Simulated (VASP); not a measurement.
Runs of VASP 6.6.1 on C. The structure is that of space group R-3m (No. 166), or close to it. The cells are those of the table. 

```csv
cell,pressure (GPa),largest force (eV/Å)
"a = 8.474 Å, angles 16.9°, 4 atoms",(a),0.01
"a = 8.404 Å, angles 16.9°, 4 atoms",-2.5,0.01
"a = 8.334 Å, angles 16.9°, 4 atoms",3.4,0.01
"a = 8.675 Å, angles 16.9°, 4 atoms",-20.4,0.01
```

Alike in all rows: task single point; level r2SCAN; potentials or basis VASP PAW PBE potentials, release 64 (C); no spin polarisation; k mesh 11 × 11 × 11; cutoff (eV) 520; smearing fermi-dirac 0.1 eV.

Problem. Estimate the missing entries.

Solution. (a) -7.8.

Caveats: the PAW data sets were made with another functional, which shifts forces and pressure a little; the cell stands under tension (at least some runs); the cell stands under pressure (at least some runs).
